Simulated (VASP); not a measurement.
Al2InAs3, 6 atoms in the cell. It takes space group I-4m2 (No. 119, tetragonal). Conventional cell: a = 3.926 Å, b = 3.926 Å, c = 16.656 Å, α = 90.00°, β = 90.00°, γ = 90.00°. Within 3.2 Å of Al (site symmetry 2mm) lie 4 As at 2.40 Å. In (site symmetry -4m2) has 4 As at 2.40 Å within 3.2 Å. As (site symmetry 2mm) has 2 In at 2.40 Å and 2 Al at 2.40 Å within 3.2 Å. Within 3.2 Å of As (site symmetry -4m2) lie 4 Al at 2.40 Å. 

```yaml
Program: VASP 6.6.1
Task: relaxation of cell and atoms
Functional: PBE
Potentials_or_basis: VASP PAW PBE potentials, release 64 (Al, In_d, As)
Cutoff: 600 eV
k_mesh: 6 × 6 × 6
Occupations: gaussian, width 0.1 eV
Spin: no spin polarisation
Dipole_correction: no
Further_INCAR_settings: ALGO = Normal; EDIFF = 1e-06; IBRION = 2; EDIFFG = -0.04; NSW = 90; ISIF = 3
```

Potentials or basis: VASP PAW PBE potentials, release 64 (Al, In_d, As).

Launch:

```bash
$ cat potpaw_PBE.64/Al/POTCAR potpaw_PBE.64/In_d/POTCAR potpaw_PBE.64/As/POTCAR > POTCAR
$ mpirun -np 1 vasp_std > vasp.out
```

Hardware: 1 thread of AMD EPYC 7R43 64-Core Processor (Zen 3) (shared host).

Q: How long does it take, and how much memory?

A: It took 45 min on 1 thread of AMD EPYC 7R43 64-Core Processor (Zen 3) (shared host), peak memory 0.79 GiB. Counts: scf iterations 81, k points 30, ion steps 9.
